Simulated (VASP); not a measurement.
Write the native input for VASP 6.6.1 that does the following.

```yaml
Task: single point
Functional: PBEsol
Dispersion: D4
Potentials_or_basis: VASP PAW PBE potentials, release 64 (Ge_d)
Cutoff: 500 eV
k_mesh: 5 × 5 × 5
Occupations: fermi-dirac, width 0.1 eV
Spin: no spin polarisation
Dipole_correction: no
Further_INCAR_settings: ALGO = Normal; EDIFF = 1e-06; NBANDS = 13
```

The structure of Ge lies in POSCAR:

```
Ge
1.0
    0.0000000000      4.3110110000      4.3110110000
    4.3110110000      0.0000000000      4.3110110000
    4.3110110000      4.3110110000      0.0000000000
Ge
1
Direct
    0.0000000000      0.0000000000      0.0000000000
```

The input as run:

INCAR

```
SYSTEM = Ge
PREC = Accurate
ENCUT = 500
EDIFF = 1E-6
ISMEAR = -1
SIGMA = 0.1
LREAL = .FALSE.
LASPH = .TRUE.
NELM = 120
ALGO = Normal
ISIF = 2
LWAVE = .FALSE.
LCHARG = .TRUE.
GGA = PS
IVDW = 13
LELF = .TRUE.
LVHAR = .TRUE.
NBANDS = 13
GGA_COMPAT = .FALSE.
```

KPOINTS

```
regular mesh
0
G
  5 5 5
  0 0 0
```

Potentials or basis: VASP PAW PBE potentials, release 64 (Ge_d).

Command:

```console
$ cat potpaw_PBE.64/Ge_d/POTCAR > POTCAR
$ mpirun -np 1 vasp_std > vasp.out
```

It gave:

```
Pressure                   : -0.7 GPa
Band gap on the k mesh     : zero (band 7 reaches -2.37 eV, above the bottom of band 8 at -2.69 eV)
Dispersion energy per atom : -0.043 eV
```

Caveat: the PAW data sets were made with another functional, which shifts forces and pressure a little; pairwise dispersion overbinds metals, which lowers pressure and volume.

Run time: 41 s on 1 thread of AMD EPYC 7R43 64-Core Processor (Zen 3) (shared host), peak memory 0.26 GiB.
